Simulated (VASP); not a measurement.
Runs of VASP 6.6.1 on Mn. The structure is that of space group Pm-3m (No. 221), or close to it. The cells are those of the table. 

```tsv
task	spin	cell	k mesh	cutoff (eV)	smearing	gap on the mesh (eV)	pressure (GPa)	moment (μB)
relaxation of cell and atoms	collinear, ferromagnetic start	relaxed from a = 2.332 Å, 1 atom	13 × 13 × 13	600	fermi-dirac 0.05 eV	none	0.0	(a)
single point	off	a = 2.271 Å, 1 atom	15 × 15 × 15	520	fermi-dirac 0.1 eV	none	9.0	-
single point	off	a = 2.302 Å, 1 atom	22 × 22 × 22	520	fermi-dirac 0.1 eV	none	(b)	-
single point	off	a = 2.239 Å, 1 atom	15 × 15 × 15	520	fermi-dirac 0.1 eV	none	20.0	-
single point	collinear, ferromagnetic start	a = 2.309 Å, 1 atom	13 × 13 × 13	520	fermi-dirac 0.05 eV	none	0.3	0.62
```

Alike in all rows: level RPBE; potentials or basis VASP PAW PBE potentials, release 64 (Mn_pv).

Fill in the values left out.

(a) 0.63; (b) 0.1.

Caveats: the PAW data sets were made with another functional, which shifts forces and pressure a little.

A gap of «none» marks levels without a gap at the run's occupations.
